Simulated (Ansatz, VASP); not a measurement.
As: VASP beside Ansatz

File POSCAR:

```
As
1.0
    1.8797494575      1.0852738553      3.4857700000
   -1.8797494575      1.0852738553      3.4857700000
    0.0000000000     -2.1705477106      3.4857700000
As
2
Direct
    0.2275400000      0.2275400000      0.2275400000
    0.7724600000      0.7724600000      0.7724600000
```

The input INCAR.step1:

```
ALGO = Normal ; EDIFF = 1E-5
ENCUT = 550 ; GGA = PE
GGA_COMPAT = F ; ISMEAR = 0
LASPH = T ; LCHARG = F
LREAL = F ; LWAVE = T
NBANDS = 12 ; NELM = 120
PREC = Accurate ; SIGMA = 0.1
```

File INCAR.step2:

```
ALGO = Normal ; EDIFF = 1E-6
ENCUT = 550 ; GGA_COMPAT = F
ISIF = 2 ; ISMEAR = 0
ISTART = 1 ; LASPH = T
LCHARG = T ; LELF = T
LMIXTAU = T ; LREAL = F
LVHAR = T ; LWAVE = F
METAGGA = R2SCAN ; NBANDS = 12
NELM = 120 ; PREC = Accurate
SIGMA = 0.1
```

The input KPOINTS:

```
k-points
0
Gamma
  6 6 6
```

Input for Ansatz:

```yaml
crystal:
  lattice:
    - [1.8797494575, 1.0852738553, 3.48577]
    - [-1.8797494575, 1.0852738553, 3.48577]
    - [0.0, -2.1705477106, 3.48577]
  atoms:
    - { symbol: As, position: [0.22754, 0.22754, 0.22754] }
    - { symbol: As, position: [0.77246, 0.77246, 0.77246] }
basis:
  ecutwfc: 500
kpoints:
  mp_grid: { grid: [6, 6, 6] }
hamiltonian:
  xc: r2scan
scf:
  occupations: { method: gaussian, width: 0.1 }
  lower_state_search: "off"
output:
  forces: true
  stress: true
  eigenvalues: true
```

Alike in both runs: task single point; functional r2SCAN; k mesh 6 × 6 × 6; occupations gaussian, width 0.1 eV; no spin polarisation.

|  | VASP | Ansatz |
| --- | --- | --- |
| version | VASP 6.6.1 | Ansatz 0.2.0 |
| potentials or method | VASP PAW PBE potentials, release 64 (As), cutoff 550 eV | scalar-relativistic, plane waves, PAW |
| valence electrons in the cell | 10 | 30 |

|  | VASP | Ansatz | Ansatz less VASP |
| --- | --- | --- | --- |
| gap on the k mesh at the Fermi level (eV) | none | none | - |
| pressure (GPa) | 1.7 | 1.7 | -0.07 |
| traceless stress, the component that is largest in VASP (GPa) | -0.41 | -0.39 | +0.027 |
| rms of the force components (eV/Å) | 0.080 | 0.102 | +0.0221 |

VASP's potentials were made for PBE, not for r2SCAN. Atom by atom the forces differ by 0.022 eV/Å (rms over components). A gap of «none» marks a metal or a gap that the smearing closes. With one functional, cell and mesh, what is left measures potentials, basis and numerics. VASP's potentials hold 10 valence electrons a cell and Ansatz's 30, so a difference there can come from the potentials and not from the codes.
